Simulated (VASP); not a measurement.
## MgS: single point with r2SCAN

The system is MgS.

```xyz
2
Lattice="0.0000 2.6016 2.6016 2.6016 0.0000 2.6016 2.6016 2.6016 0.0000" Properties=species:S:1:pos:R:3 pbc="T T T"
Mg   -0.0354   -0.0354    0.0000
S     2.6016    2.6016    2.6016
```

This cell differs from its parent crystal: all Mg atoms moved -0.050 Å, as atom 1 along Cartesian [1 1 0].

| Property | Result |
| --- | --- |
| Program | VASP 6.6.1 |
| Task | single point |
| Functional | r2SCAN |
| Potentials or basis | VASP PAW PBE potentials, release 64 (Mg, S) |
| Cutoff | 520 eV |
| k mesh | 8 × 8 × 8 |
| Occupations | gaussian, width 0.05 eV |
| Spin | no spin polarisation |
| Dipole correction | no |
| Further INCAR settings | ALGO = Normal; EDIFF = 1e-06; NBANDS = 11 |

| Quantity | Value |
| --- | --- |
| Pressure | -0.4 GPa |
| Largest force | 0.141 eV/Å |
| Band gap on the k mesh | 3.43 eV, indirect (least direct gap 4.61 eV) |

Forces in eV/Å, atoms in the order of the input:
```
Mg   0.100  0.100  0.000
S   -0.100 -0.100  0.000
```

Stress tensor (GPa, compression positive):
```
-0.33 -0.02  0.00
-0.02 -0.33  0.00
 0.00  0.00 -0.49
```

Levels at points of the mesh, in eV from the valence-band top:
```tsv
k point	band 1	band 2	band 3	band 4	band 5	band 6	band 7	band 8	band 9
(0.00, 0.00, 0.00)	-13.18	0.00	0.00	0.00	4.61	8.53	8.53	8.53	10.94
(0.50, 0.00, 0.00)	-11.85	-4.88	-0.62	-0.62	5.21	7.51	7.51	11.23	13.23
(0.00, 0.00, 0.50)	-11.85	-4.88	-0.62	-0.62	5.22	7.50	7.50	11.23	13.23
(0.50, 0.50, 0.00)	-11.47	-4.27	-1.73	-1.73	3.43	4.92	13.14	13.49	14.54
(0.00, 0.50, 0.50)	-11.47	-4.27	-1.73	-1.73	3.43	4.93	13.14	13.49	14.54
```

Wall time 64 s on 1 thread of Intel(R) Xeon(R) 6975P-C (Granite Rapids), with other jobs on the host, peak memory 0.18 GiB.

Caveat: the cell differs from its parent crystal (all Mg atoms moved -0.050 Å, as atom 1 along Cartesian [1 1 0]); the PAW data sets were made with another functional, which shifts forces and pressure a little. A k mesh can miss the band edges.
